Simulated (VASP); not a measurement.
# Mo3H in VASP: a series of runs

The runs below take Mo3H through single point, with PBE.

Program: VASP 6.6.1. These are calculated values, not measurements. Logs are shortened: lines on timing, memory, paths and dates and some standing lists are left out, and cuts for length are marked.

## 1. The cell of the first run

It takes space group P4/mmm (No. 123, tetragonal). The conventional cell has a = 4.187 Å, b = 4.187 Å, c = 3.201 Å, α = 90.00°, β = 90.00°, γ = 90.00°. H (site symmetry 4/mmm) has 4 Mo at 2.09 Å within 2.8 Å. Within 3.5 Å of Mo (site symmetry 4/mmm) lie 10 Mo at 2.64 to 3.20 Å and 8 H at 3.37 Å. Within 2.8 Å of Mo (site symmetry mmm) lie 2 H at 2.09 Å and 4 Mo at 2.64 Å.

## 2. Single point, PBE

The input, INCAR:

```
PREC = Accurate ; ENCUT = 520
EDIFF = 1E-6 ; ISMEAR = 0
SIGMA = 0.1 ; LREAL = False
LASPH = True ; NELM = 80
ALGO = Normal ; ISIF = 2
LWAVE = False ; LCHARG = False
GGA = PE ; NBANDS = 30
```

The input, KPOINTS:

```
Automatic mesh
0
Gamma
  12 12 14
```

The input, POSCAR:

```
Mo3H
1.0
    4.1873590523      0.0000000000      0.0000000000
    0.0000000000      4.1873590523      0.0000000000
    0.0000000000      0.0000000000      3.2011637455
H Mo
1 3
Direct
    0.0000000000      0.0000000000      0.5000000000
    0.5000000000      0.5000000000      0.0000000000
    0.0000000000      0.5000000000      0.5000000000
    0.5000000000      0.0000000000      0.5000000000
```

Potentials or basis: VASP PAW PBE potentials, release 64 (H, Mo_sv).

The run is started by

```bash
cat potpaw_PBE.64/H/POTCAR potpaw_PBE.64/Mo_sv/POTCAR > POTCAR
mpirun -np 1 vasp_std > vasp.out
```

OUTCAR:

```text
PREC = Accurate
   ENCUT = 520
   EDIFF = 1E-6
   ISMEAR = 0
   LREAL = False
   LASPH = True
   NELM = 80
   ISIF = 2
   GGA = PE

 ion  position               nearest neighbor table
   1  0.000  0.000  0.500-   3 2.09   4 2.09   3 2.09   4 2.09
   2  0.500  0.500  0.000-   3 2.64   4 2.64   3 2.64   4 2.64   4 2.64   4 2.64   3 2.64   3 2.64

   3  0.000  0.500  0.500-   1 2.09   1 2.09   2 2.64   2 2.64   2 2.64   2 2.64   4 2.96   4 2.96
                             4 2.96   4 2.96
   4  0.500  0.000  0.500-   1 2.09   1 2.09   2 2.64   2 2.64   2 2.64   2 2.64   3 2.96   3 2.96
                             3 2.96   3 2.96

  LATTYP: Found a simple tetragonal cell.
 ALAT       =     4.1873590523
 C/A-ratio  =     0.7644827457

  Lattice vectors:

 A1 = (   4.1873590523,   0.0000000000,   0.0000000000)
 A2 = (   0.0000000000,   4.1873590523,   0.0000000000)
 A3 = (   0.0000000000,   0.0000000000,   3.2011637455)

Analysis of symmetry for initial positions (statically):
=====================================================================
 Subroutine PRICEL returns:
 Original cell was already a primitive cell.

 Routine SETGRP: Setting up the symmetry group for a
 simple tetragonal supercell.

 Subroutine GETGRP returns: Found 16 space group operations
 (whereof 16 operations were pure point group operations)
 out of a pool of 16 trial point group operations.

The static configuration has the point symmetry D_4h.

Analysis of symmetry for dynamics (positions and initial velocities):
=====================================================================
 Subroutine PRICEL returns:
 Original cell was already a primitive cell.

 Routine SETGRP: Setting up the symmetry group for a
 simple tetragonal supercell.

 Subroutine GETGRP returns: Found 16 space group operations
 (whereof 16 operations were pure point group operations)
 out of a pool of 16 trial point group operations.

The dynamic configuration has the point symmetry D_4h.

 Subroutine INISYM returns: Found 16 space group operations
 (whereof 16 operations are pure point group operations),
 and found     1 'primitive' translations

----------------------------------------------------------------------------------------

                                     Primitive cell

  volume of cell :      56.1291

  direct lattice vectors                    reciprocal lattice vectors
     4.187359052  0.000000000  0.000000000     0.238814008  0.000000000  0.000000000
     0.000000000  4.187359052  0.000000000     0.000000000  0.238814008  0.000000000
     0.000000000  0.000000000  3.201163746     0.000000000  0.000000000  0.312386394

  length of vectors
     4.187359052  4.187359052  3.201163746     0.238814008  0.238814008  0.312386394

  position of ions in fractional coordinates (direct lattice)
     0.000000000  0.000000000  0.500000000
     0.500000000  0.500000000  0.000000000
     0.000000000  0.500000000  0.500000000
     0.500000000  0.000000000  0.500000000

  ion indices of the primitive-cell ions
   primitive index   ion index
                 1           1
                 2           2
                 3           3
                 4           4

----------------------------------------------------------------------------------------

 KPOINTS: Automatic mesh

Automatic generation of k-mesh.
 Grid dimensions read from file:
 generate k-points for:   12   12   14

 Generating k-lattice:

  Cartesian coordinates                     Fractional coordinates (reciprocal lattice)
     0.019901167  0.000000000  0.000000000     0.083333333  0.000000000  0.000000000
     0.000000000  0.019901167  0.000000000     0.000000000  0.083333333  0.000000000
     0.000000000  0.000000000  0.022313314     0.000000000  0.000000000  0.071428571

  Length of vectors
     0.019901167  0.019901167  0.022313314

  Shift w.r.t. Gamma in fractional coordinates (k-lattice)
     0.000000000  0.000000000  0.000000000

 Subroutine IBZKPT returns following result:
 ===========================================

 Found    224 irreducible k-points:

 Following reciprocal coordinates:
            Coordinates               Weight
  0.000000  0.000000  0.000000      1.000000
  0.083333  0.000000  0.000000      4.000000
  0.166667  0.000000  0.000000      4.000000
  0.250000  0.000000  0.000000      4.000000
  0.333333  0.000000  0.000000      4.000000
  0.416667  0.000000  0.000000      4.000000
[... 16 lines left out ...]
  0.333333  0.333333  0.000000      4.000000
  0.416667  0.333333  0.000000      8.000000
 [... further k-points ...]
   k-points           NKPTS =    224   k-points in BZ     NKDIM =    224   number of bands    NBANDS=     30
   number of dos      NEDOS =    301   number of ions     NIONS =      4
   total plane-waves  NPLWV =  24576
   dimension x,y,z NGX =    32 NGY =   32 NGZ =   24
   dimension x,y,z NGXF=    64 NGYF=   64 NGZF=   48
   ions per type =               1   3
   NGX,Y,Z   is equivalent  to a cutoff of  12.70, 12.70, 12.46 a.u.
   NGXF,Y,Z  is equivalent  to a cutoff of  25.41, 25.41, 24.93 a.u.
 SYSTEM =  unknown system
   PREC   = accura    normal or accurate (medium, high low for compatibility)
   ISTART =      0    job   : 0-new  1-cont  2-samecut
   ICHARG =      2    charge: 1-file 2-atom 10-const
   ISPIN  =      1    spin polarized calculation?
   LNONCOLLINEAR =      F non collinear calculations
   LSORBIT =      F    spin-orbit coupling
   LASPH  =      T    aspherical Exc in radial PAW
   ENCUT  =  520.0 eV  38.22 Ry    6.18 a.u.   7.79  7.79  5.95*2*pi/ulx,y,z
   NELM   =     80;   NELMIN=  2; NELMDL= -5     # of ELM steps
   EDIFF  = 0.1E-05   stopping-criterion for ELM
   LREAL  =      F    real-space projection
   EDIFFG = 0.1E-04   stopping-criterion for IOM
   NSW    =      0    number of steps for IOM
   IBRION =     -1    ionic relax: 0-MD 1-quasi-New 2-CG
   NFREE  =      0    steps in history (QN), initial steepest desc. (CG)
   ISIF   =      2    stress and relaxation
   ISYM   =      2    0-nonsym 1-usesym 2-fastsym
   POTIM  = 0.5000    time-step for ionic-motion
   TEBEG  =    0.0;   TEEND  =   0.0 temperature during run
   PSTRESS=    0.0 pullay stress
   NELECT =      43.0000    total number of electrons
   NUPDOWN=      -1.0000    fix difference up-down
   EMIN   =  10.00;   EMAX   =-10.00  energy-range for DOS
   EFERMI =   0.00;   METHOD = LEGACY
   ISMEAR =     0;   SIGMA  =   0.10  broadening in eV -4-tet -1-fermi 0-gaus
   EFERMI_NEDOS =   21; number of points for ismear=-14 and -15
   IALGO  =     38    algorithm
   IMIX   =      4    mixing-type and parameters
     AMIX     =   0.40;   BMIX     =  1.00
     AMIX_MAG =   1.60;   BMIX_MAG =  1.00
  volume/ion in A,a.u.               =      14.03        94.69
  Fermi-wavevector in a.u.,A,eV,Ry     =   1.497965  2.830743 30.530085  2.243898
  Thomas-Fermi vector in A             =   2.609785
   LORBIT       =      0    0 simple, 1 ext, 2 COOP (PROOUT), +10 PAW based schemes
   GGA     = PE    functional components
   LHFCALC =     F    Hartree Fock is set to
   AEXX    =    0.0000 exact exchange contribution
   IVDW    =     0    specifies the selected vdW correction
   LEPSILON=     F    determine dielectric tensor
   LRPA    =     F    only Hartree local field effects (RPA)
 non-spin polarized calculation
 Gauss-broadening in eV      SIGMA  =   0.10
  energy-cutoff  :      520.00
  volume of cell :       56.13
 maximum number of plane-waves:      1528
 NGX is ok and might be reduce to    32
   NGX = 15   NGY = 15   NGZ = 11

 number of electron      43.0000007 magnetization

 Free energy of the ion-electron system (eV)
  ---------------------------------------------------
  ext. energy  EPLUGINS =         0.00000000
  ---------------------------------------------------
  free energy    TOTEN  =       -33.86750472 eV

  energy without entropy =      -33.85041525  energy(sigma->0) =      -33.85895999

 E-fermi :  10.0348     XC(G=0): -12.4017

 val. band max:       10.0328401194   @ k =   0.3333   0.0833   0.2857
 cond. band min:      10.0354925764   @ k =   0.1667   0.0833   0.1429
 fundamental gap:      0.0026524570
 Fermi energy:        10.0348257904

 k-point     1 :       0.0000    0.0000    0.0000
  band No.  band energies     occupation
      1     -51.0602      2.00000
      2     -50.8376      2.00000
      3     -50.5183      2.00000
      4     -25.7074      2.00000
      5     -25.7074      2.00000
      6     -25.3534      2.00000
[... 22 lines left out ...]
     29      15.4998      0.00000
     30      15.4998      0.00000

 k-point     2 :       0.0833    0.0000    0.0000
  band No.  band energies     occupation
      1     -51.0558      2.00000
      2     -50.8392      2.00000
      3     -50.5214      2.00000
      4     -25.7025      2.00000
      5     -25.6838      2.00000
      6     -25.3445      2.00000
[... 22 lines left out ...]
     29      15.1578      0.00000
     30      15.4982      0.00000

 k-point     3 :       0.1667    0.0000    0.0000
  band No.  band energies     occupation
      1     -51.0430      2.00000
      2     -50.8440      2.00000
      3     -50.5302      2.00000
      4     -25.6885      2.00000
      5     -25.6144      2.00000
      6     -25.3188      2.00000
[... 22 lines left out ...]
     29      15.1964      0.00000
     30      15.4939      0.00000

 k-point     4 :       0.2500    0.0000    0.0000
  band No.  band energies     occupation
      1     -51.0235      2.00000
      2     -50.8524      2.00000
      3     -50.5423      2.00000
      4     -25.6684      2.00000
      5     -25.5042      2.00000
      6     -25.2805      2.00000
[... 22 lines left out ...]
     29      15.4885      0.00000
     30      16.1798      0.00000

 k-point     5 :       0.3333    0.0000    0.0000
  band No.  band energies     occupation
      1     -51.0004      2.00000
      2     -50.8642      2.00000
      3     -50.5548      2.00000
      4     -25.6471      2.00000
      5     -25.3622      2.00000
      6     -25.2369      2.00000
[... 22 lines left out ...]
     29      15.4835      0.00000
     30      17.0549      0.00000
[... 526 lines left out ...]
     29      13.5309      0.00000
     30      15.1516      0.00000

 k-point    22 :       0.5000    0.2500    0.0000
  band No.  band energies     occupation
      1     -50.9323      2.00000
      2     -50.8832      2.00000
      3     -50.6067      2.00000
      4     -25.4572      2.00000
      5     -25.2193      2.00000
      6     -25.0849      2.00000
[... 22 lines left out ...]
     29      13.5072      0.00000
     30      15.1466      0.00000

 k-point    23 :       0.3333    0.3333    0.0000
  band No.  band energies     occupation
      1     -50.9420      2.00000
      2     -50.8716      2.00000
      3     -50.6085      2.00000
      4     -25.4270      2.00000
      5     -25.1975      2.00000
      6     -25.1854      2.00000
[... 22 lines left out ...]
     29      12.9144      0.00000
     30      15.0284      0.00000

 k-point    24 :       0.4167    0.3333    0.0000
  band No.  band energies     occupation
      1     -50.9208      2.00000
      2     -50.8780      2.00000
      3     -50.6241      2.00000
      4     -25.3756      2.00000
      5     -25.2315      2.00000
      6     -25.0640      2.00000
[... 22 lines left out ...]
     29      12.5885      0.00000
     30      15.0025      0.00000

 [... further k-points ...]

------------------------ aborting loop because EDIFF is reached ----------------------------------------

  FORCE on cell =-STRESS in cart. coord.  units (eV):
  Direction    XX          YY          ZZ          XY          YZ          ZX
  --------------------------------------------------------------------------------------
  -------------------------------------------------------------------------------------
  Total        0.1283678      0.1283678      0.1330482      0.0000000     -0.0000000      0.0000000
  in kB        3.6641946      3.6641946      3.7977916      0.0000000     -0.0000000      0.0000000
  external PRESSURE =       3.7087270 kB  Pullay stress =       0.0000000 kB

 VOLUME and BASIS-vectors are now :
 -----------------------------------------------------------------------------
  energy-cutoff  :      520.00
  volume of cell :       56.13
      direct lattice vectors                 reciprocal lattice vectors
     4.187359052  0.000000000  0.000000000     0.238814008  0.000000000  0.000000000
     0.000000000  4.187359052  0.000000000     0.000000000  0.238814008  0.000000000
     0.000000000  0.000000000  3.201163746     0.000000000  0.000000000  0.312386394

 POSITION                                       TOTAL-FORCE (eV/Angst)
 -----------------------------------------------------------------------------------
      0.00000      0.00000      1.60058         0.000000      0.000000      0.000000
      2.09368      2.09368      0.00000         0.000000      0.000000      0.000000
      0.00000      2.09368      1.60058         0.000000      0.000000      0.000000
      2.09368      0.00000      1.60058         0.000000      0.000000      0.000000
 -----------------------------------------------------------------------------------
    total drift:                                0.000000     -0.000000     -0.000000

  FREE ENERGIE OF THE ION-ELECTRON SYSTEM (eV)
  ---------------------------------------------------
  free  energy   TOTEN  =       -33.8675047241 eV

  energy  without entropy=      -33.8504152492  energy(sigma->0) =      -33.85895999
```

Wall time 3.7 min (1 thread of Intel Xeon 8259CL, shared host); peak memory 0.38 GiB.

What came out:

```
Free energy            : -33.8675 eV
Pressure               : 0.4 GPa
Band gap on the k mesh : zero (an odd number of electrons rules out a gap without spin polarisation)
```

(Continued in part 2 of 2.)
